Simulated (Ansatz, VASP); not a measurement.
BN: VASP beside Ansatz

```xyz
8
Lattice="4.1660 0.0000 0.0000 0.0000 4.1660 0.0000 0.0000 0.0000 4.1660" Properties=species:S:1:pos:R:3 pbc="T T T"
B     3.6452    3.6452    3.6452
B     2.6037    0.5207    1.5622
B     0.5207    1.5622    2.6037
B     1.5622    2.6037    0.5207
N     1.5622    1.5622    1.5622
N     0.5207    2.6037    3.6452
N     2.6037    3.6452    0.5207
N     3.6452    0.5207    2.6037
```

Alike in both runs: task relaxation of cell and atoms; functional PBE; k mesh 8 × 8 × 8; occupations gaussian, width 0.02 eV; no spin polarisation.

|  | VASP | Ansatz |
| --- | --- | --- |
| version | VASP 6.6.1 | Ansatz 0.2.0 |
| potentials or method | VASP PAW PBE potentials, release 64 (B, N), cutoff 600 eV | scalar-relativistic, plane waves, PAW |
| valence electrons in the cell | 32 | 32 |

```tsv
	VASP	Ansatz	Ansatz less VASP
gap on the k mesh at the Fermi level, each at its own relaxed structure (eV)	1.26	1.27	+0.013
relaxed volume (Å³/atom)	9.04	9.04	+0.001
relaxed cell length with the largest relative difference (Å)	4.166	4.166	+0.0002
```

Noted on VASP's run: the relaxation stopped at its first step, so nothing moved.
